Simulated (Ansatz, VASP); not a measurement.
# Two plane-wave programs on Al3GaO6

Contents of INCAR:

```
PREC = Accurate ; ENCUT = 520
EDIFF = 1E-6 ; ISMEAR = 0
SIGMA = 0.02 ; LREAL = F
LASPH = T ; NELM = 100
ALGO = Normal ; ISIF = 2
LWAVE = F ; LCHARG = T
GGA = PS ; LELF = T
LVHAR = T ; NBANDS = 40
```

The input KPOINTS:

```
regular mesh
0
Gamma
  8 8 4
```

The input POSCAR:

```
Al3GaO6
1.0
    5.9594307212     -1.4704620501     -0.0178441027
    5.9594307212      1.4704620501     -0.0178441027
   -1.3689364477      0.0000000000      5.5165199850
Al Ga O
3 1 6
Direct
    0.0908163495      0.0908163495      0.7960657805
    0.6594220968      0.6594220968      0.3173614591
    0.3412166949      0.3412166949      0.6813940758
    0.9081545897      0.9081545897      0.2019925492
    0.1625498264      0.1625498264      0.1091657920
    0.8348699648      0.8348699648      0.8815006724
    0.1729403284      0.1729403284      0.5660405946
    0.8247610734      0.8247610734      0.4398122359
    0.5007223691      0.5007223691      0.2613193204
    0.5045467069      0.5045467069      0.7453475199
```

Input for Ansatz:

```yaml
crystal:
  lattice:
    - [5.9594307212, -1.4704620501, -0.0178441027]
    - [5.9594307212, 1.4704620501, -0.0178441027]
    - [-1.3689364477, 0.0, 5.516519985]
  atoms:
    - { symbol: Al, position: [0.0908163495, 0.0908163495, 0.7960657805] }
    - { symbol: Ga, position: [0.9081545897, 0.9081545897, 0.2019925492] }
    - { symbol: Al, position: [0.6594220968, 0.6594220968, 0.3173614591] }
    - { symbol: Al, position: [0.3412166949, 0.3412166949, 0.6813940758] }
    - { symbol: O, position: [0.1625498264, 0.1625498264, 0.109165792] }
    - { symbol: O, position: [0.8348699648, 0.8348699648, 0.8815006724] }
    - { symbol: O, position: [0.1729403284, 0.1729403284, 0.5660405946] }
    - { symbol: O, position: [0.8247610734, 0.8247610734, 0.4398122359] }
    - { symbol: O, position: [0.5007223691, 0.5007223691, 0.2613193204] }
    - { symbol: O, position: [0.5045467069, 0.5045467069, 0.7453475199] }
basis:
  ecutwfc: 420
kpoints:
  mp_grid: { grid: [8, 8, 4] }
  band_path: { path: [[0.0, 0.0, 0.0], [0.5, 0.5, 0.5]], npoints: 1 }
hamiltonian:
  xc: pbesol
scf:
  occupations: { method: gaussian, width: 0.02 }
  n_extra_bands: 8
output:
  forces: true
  stress: true
  eigenvalues: true
```

Alike in both runs: task single point; functional PBEsol; k mesh 8 × 8 × 4; occupations gaussian, width 0.02 eV; no spin polarisation.

|  | VASP | Ansatz |
| --- | --- | --- |
| version | VASP 6.6.1 | Ansatz 0.2.0 |
| potentials or method | VASP PAW PBE potentials, release 64 (Al, Ga_d, O), cutoff 520 eV | scalar-relativistic, plane waves, PAW |
| valence electrons in the cell | 58 | 58 |

|  | VASP | Ansatz | Ansatz less VASP |
| --- | --- | --- | --- |
| gap on the k mesh at the Fermi level (eV) | 3.70 | 3.69 | -0.003 |
| least direct gap on the mesh (eV) | 3.86 | 3.86 | -0.003 |
| pressure (GPa) | 0.1 | 0.0 | -0.09 |
| rms of the force components (eV/Å) | 0.008 | 0.001 | -0.0071 |

VASP's potentials were made for PBE, not for PBEsol. The functional is the same, so the differences come from potentials, cutoffs and numerics.
